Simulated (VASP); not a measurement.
The system is SnO.

```
Sn O
1.0
     3.86388    0.00000    0.00000
     0.00000    3.86388    0.00000
     0.00000    0.00000    4.95122
Sn O
2 2
Direct
  0.50000 0.00000 0.76463
  0.00000 0.50000 0.23537
  0.00000 0.00000 0.00000
  0.50000 0.50000 0.00000
```

This cell differs from its parent crystal: volume scaled by 1.04.

Base run:

```yaml
Program: VASP 6.6.1
Functional: PBEsol
Potentials_or_basis: VASP PAW PBE potentials, release 64 (Sn_d, O)
Cutoff: 520 eV
k_mesh: 7 × 7 × 6
Occupations: fermi-dirac, width 0.05 eV
Spin: no spin polarisation
```

Its results: band gap on the k mesh 0.50 eV, indirect (least direct gap 1.94 eV); pressure -3.7 GPa; largest force 0.359 eV/Å.

Task: The run is repeated on the same cell with these changes: dispersion from none to D4. What comes out?

Result: Band gap on the k mesh 0.50 eV, indirect (least direct gap 1.94 eV); pressure -4.9 GPa; largest force 0.354 eV/Å.

Dispersion adds attraction, which lowers the pressure at fixed volume and, as a term added to the energy, leaves the levels alone.

Caveats: the PAW data sets were made with another functional, which shifts forces and pressure a little; spin-orbit coupling is left out, which moves the levels of the heavy elements.

A k mesh can miss the band edges.
